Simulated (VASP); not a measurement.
# Sc (Fmmm) in VASP: single point with r2SCAN

Aim: the single point of Sc with r2SCAN.

Program: VASP 6.6.1. These are calculated values, not measurements. Logs are shortened: lines on timing, memory, paths and dates and some standing lists are left out, and cuts for length are marked.

### Step 1. The cell of the first run

It takes space group Fmmm (No. 69, orthorhombic). The conventional cell has a = 4.405 Å, b = 4.541 Å, c = 4.677 Å, α = 90.00°, β = 90.00°, γ = 90.00°. Sc (site symmetry mmm) has 12 Sc at 3.16 to 3.26 Å within 4.2 Å.

### Step 2. Single point, r2SCAN (strain -0.0300 x Voigt [1, -1, 0, 0, 0, 0])

File POSCAR:

```
Sc
1.0
    0.0000000000      2.3386150000      2.2705000000
    2.2023850000      0.0000000000      2.2705000000
    2.2023850000      2.3386150000      0.0000000000
Sc
1
Direct
    0.0000000000      0.0000000000      0.0000000000
```

File INCAR.step1:

```
SYSTEM = Sc
ALGO     = Normal         ! electronic algorithm
EDIFF    = 1E-4           ! SCF threshold, eV
ENCUT    = 520            ! plane-wave cutoff, eV
GGA      = PE             ! functional
ISMEAR   = 0              ! smearing method
LASPH    = .TRUE.         ! aspherical terms in the spheres
LCHARG   = .FALSE.        ! write CHGCAR
LREAL    = .FALSE.        ! projectors in reciprocal space
LWAVE    = .TRUE.         ! write WAVECAR
NBANDS   = 12             ! bands
NELM     = 100            ! most SCF steps
PREC     = Accurate       ! precision mode
SIGMA    = 0.15           ! smearing width, eV
```

File INCAR.step2:

```
SYSTEM = Sc
ALGO     = Normal         ! electronic algorithm
EDIFF    = 1E-6           ! SCF threshold, eV
ENCUT    = 520            ! plane-wave cutoff, eV
ISIF     = 2              ! what is computed and relaxed
ISMEAR   = 0              ! smearing method
ISTART   = 1            
LASPH    = .TRUE.         ! aspherical terms in the spheres
LCHARG   = .TRUE.         ! write CHGCAR
LELF     = .TRUE.         ! ELF
LMIXTAU  = .TRUE.       
LREAL    = .FALSE.        ! projectors in reciprocal space
LVHAR    = .TRUE.       
LWAVE    = .FALSE.        ! write WAVECAR
METAGGA  = R2SCAN         ! meta-GGA
NBANDS   = 12             ! bands
NELM     = 100            ! most SCF steps
PREC     = Accurate       ! precision mode
SIGMA    = 0.15           ! smearing width, eV
```

File KPOINTS:

```
k-points
0
G
  18 18 18
  0 0 0
```

Potentials or basis: VASP PAW PBE potentials, release 64 (Sc_sv).

The run is started by

```sh
cat potpaw_PBE.64/Sc_sv/POTCAR > POTCAR
cp INCAR.step1 INCAR
mpirun -np 1 vasp_std > vasp.out
cp INCAR.step2 INCAR
mpirun -np 1 vasp_std > vasp.out
```

OUTCAR:

```text
SYSTEM = Sc
   EDIFF = 1E-6
   ENCUT = 520
   ISIF = 2
   ISMEAR = 0
   ISTART = 1
   LASPH = .TRUE.
   LREAL = .FALSE.
   METAGGA = R2SCAN
   NELM = 100
   PREC = Accurate

 ion  position               nearest neighbor table
   1  0.000  0.000  0.000-

  LATTYP: Found a face centered orthorhombic cell.
 ALAT       =     4.4047700000
 B/A-ratio  =     1.0309278351
 C/A-ratio  =     1.0618556701

  Lattice vectors:

 A1 = (   0.0000000000,   2.3386150000,  -2.2705000000)
 A2 = (   2.2023850000,   2.3386150000,   0.0000000000)
 A3 = (   2.2023850000,   0.0000000000,  -2.2705000000)

Analysis of symmetry for initial positions (statically):
=====================================================================
 Subroutine PRICEL returns:
 Original cell was already a primitive cell.

 Routine SETGRP: Setting up the symmetry group for a
 face centered orthorhombic supercell.

 Subroutine GETGRP returns: Found  8 space group operations
 (whereof  8 operations were pure point group operations)
 out of a pool of  8 trial point group operations.

The static configuration has the point symmetry D_2h.

Analysis of symmetry for dynamics (positions and initial velocities):
=====================================================================
 Subroutine PRICEL returns:
 Original cell was already a primitive cell.

 Routine SETGRP: Setting up the symmetry group for a
 face centered orthorhombic supercell.

 Subroutine GETGRP returns: Found  8 space group operations
 (whereof  8 operations were pure point group operations)
 out of a pool of  8 trial point group operations.

The dynamic configuration has the point symmetry D_2h.

 Subroutine INISYM returns: Found  8 space group operations
 (whereof  8 operations are pure point group operations),
 and found     1 'primitive' translations

----------------------------------------------------------------------------------------

                                     Primitive cell

  volume of cell :      23.3886

  direct lattice vectors                    reciprocal lattice vectors
     0.000000000  2.338615000  2.270500000    -0.227026610  0.213801759  0.220215811
     2.202385000  0.000000000  2.270500000     0.227026610 -0.213801759  0.220215811
     2.202385000  2.338615000  0.000000000     0.227026610  0.213801759 -0.220215811

  length of vectors
     3.259492348  3.163174029  3.212416506     0.381768617  0.381768617  0.381768617

  position of ions in fractional coordinates (direct lattice)
     0.000000000  0.000000000  0.000000000

  ion indices of the primitive-cell ions
   primitive index   ion index
                 1           1

[... 82 lines left out ...]
   NELECT =      11.0000    total number of electrons
   NUPDOWN=      -1.0000    fix difference up-down
   EMIN   =  10.00;   EMAX   =-10.00  energy-range for DOS
   EFERMI =   0.00;   METHOD = LEGACY
   ISMEAR =     0;   SIGMA  =   0.15  broadening in eV -4-tet -1-fermi 0-gaus
   EFERMI_NEDOS =   21; number of points for ismear=-14 and -15
   IALGO  =     38    algorithm
   IMIX   =      4    mixing-type and parameters
     AMIX     =   0.40;   BMIX     =  1.00
     AMIX_MAG =   1.60;   BMIX_MAG =  1.00
  volume/ion in A,a.u.               =      23.39       157.83
  Fermi-wavevector in a.u.,A,eV,Ry     =   1.273126  2.405858 22.052985  1.620849
  Thomas-Fermi vector in A             =   2.405966
   LORBIT       =      0    0 simple, 1 ext, 2 COOP (PROOUT), +10 PAW based schemes
   METAGGA = R2SCAN    functional components
   LHFCALC =     F    Hartree Fock is set to
   AEXX    =    0.0000 exact exchange contribution
   IVDW    =     0    specifies the selected vdW correction
   LEPSILON=     F    determine dielectric tensor
   LRPA    =     F    only Hartree local field effects (RPA)
 non-spin polarized calculation
 Gauss-broadening in eV      SIGMA  =   0.15
  energy-cutoff  :      520.00
  volume of cell :       23.39
 maximum number of plane-waves:       646
   NGX = 13   NGY = 11   NGZ = 11

 number of electron      10.9999998 magnetization

 Free energy of the ion-electron system (eV)
  ---------------------------------------------------
  ext. energy  EPLUGINS =         0.00000000
  ---------------------------------------------------
  free energy    TOTEN  =       -11.28270202 eV

  energy without entropy =      -11.26184129  energy(sigma->0) =      -11.27227165

 E-fermi :   4.1054     XC(G=0): -10.8383

 val. band max:        4.1053231522   @ k =   0.3889  -0.3889   0.2222
 cond. band min:       4.1055343158   @ k =   0.1667  -0.3333   0.1111
 fundamental gap:      0.0002111636
 Fermi energy:         4.1054006065

 k-point     1 :       0.0000    0.0000    0.0000
  band No.  band energies     occupation
      1     -47.3023      2.00000
      2     -24.7106      2.00000
      3     -24.7056      2.00000
      4     -24.6955      2.00000
      5      -1.5662      2.00000
      6       5.7946      0.00000
      7       5.9952      0.00000
      8       6.1746      0.00000
      9       7.3288      0.00000
     10       7.7201      0.00000
     11      17.3995      0.00000
     12      20.7240      0.00000
[... 331 lines left out ...]
 k-point    24 :      -0.2222    0.0556    0.0000
  band No.  band energies     occupation
      1     -47.2641      2.00000
      2     -24.9423      2.00000
      3     -24.7516      2.00000
      4     -24.7264      2.00000
      5      -0.0067      2.00000
      6       4.9934      0.00000
      7       6.0385      0.00000
      8       6.3968      0.00000
      9       7.3126      0.00000
     10       7.7675      0.00000
     11      15.7472      0.00000
     12      18.0358      0.00000

 [... further k-points ...]

------------------------ aborting loop because EDIFF is reached ----------------------------------------

  FORCE on cell =-STRESS in cart. coord.  units (eV):
  Direction    XX          YY          ZZ          XY          YZ          ZX
  --------------------------------------------------------------------------------------
  -------------------------------------------------------------------------------------
  Total        0.6837075      0.5663172      0.6347156      0.0000000      0.0000000      0.0000000
  in kB       46.8357471     38.7942046     43.4796726      0.0000000      0.0000000      0.0000000
  external PRESSURE =      43.0365414 kB  Pullay stress =       0.0000000 kB

 VOLUME and BASIS-vectors are now :
 -----------------------------------------------------------------------------
  energy-cutoff  :      520.00
  volume of cell :       23.39
      direct lattice vectors                 reciprocal lattice vectors
     0.000000000  2.338615000  2.270500000    -0.227026610  0.213801759  0.220215811
     2.202385000  0.000000000  2.270500000     0.227026610 -0.213801759  0.220215811
     2.202385000  2.338615000  0.000000000     0.227026610  0.213801759 -0.220215811

 POSITION                                       TOTAL-FORCE (eV/Angst)
 -----------------------------------------------------------------------------------
      0.00000      0.00000      0.00000        -0.000000     -0.000000      0.000000
 -----------------------------------------------------------------------------------
    total drift:                                0.000000      0.000000      0.000000

  FREE ENERGIE OF THE ION-ELECTRON SYSTEM (eV)
  ---------------------------------------------------
  free  energy   TOTEN  =       -11.2827020150 eV

  energy  without entropy=      -11.2618412896  energy(sigma->0) =      -11.27227165
```

OUTCAR.step1:

```text
SYSTEM = Sc
   EDIFF = 1E-4
   ENCUT = 520
   GGA = PE
   ISMEAR = 0
   LASPH = .TRUE.
[... 579 lines left out ...]
 -----------------------------------------------------------------------------------
      0.00000      0.00000      0.00000         0.000000     -0.000000      0.000000
 -----------------------------------------------------------------------------------
    total drift:                               -0.000000      0.000000     -0.000000

  FREE ENERGIE OF THE ION-ELECTRON SYSTEM (eV)
  ---------------------------------------------------
  free  energy   TOTEN  =        -6.1960708758 eV

  energy  without entropy=       -6.1751762775  energy(sigma->0) =       -6.18562358
```

It took 16 min on 1 thread of Intel Xeon 8259CL, shared host; peak memory 0.34 GiB.

What came out:

```
Free energy            : -11.2827 eV
Pressure               : 4.3 GPa
Band gap on the k mesh : zero (an odd number of electrons rules out a gap without spin polarisation)
```

Stress tensor (GPa, compression positive):
```
4.68 0.00 0.00
0.00 3.88 0.00
0.00 0.00 4.35
```

Levels at points of the mesh, in eV from the Fermi level:
```csv
k point,band 4,band 5,band 6,band 7,band 8,band 9
"(0.00, 0.00, 0.00)",-28.80,-5.67,1.69,1.89,2.07,3.22
"(0.50, 0.00, 0.00)",-28.86,-1.90,0.16,1.55,1.94,4.31
"(0.50, 0.50, 0.00)",-28.94,-1.71,-0.64,2.07,4.38,4.48
"(0.50, 0.00, 0.50)",-28.95,-1.73,-0.56,1.59,4.40,4.56
"(0.00, 0.50, 0.50)",-28.98,-1.68,-0.77,2.59,4.40,4.56
```

Caveat: the cell differs from its parent crystal (strain -0.0300 x Voigt [1, -1, 0, 0, 0, 0]); the cell stands under pressure; the PAW data sets were made with another functional, which shifts forces and pressure a little.
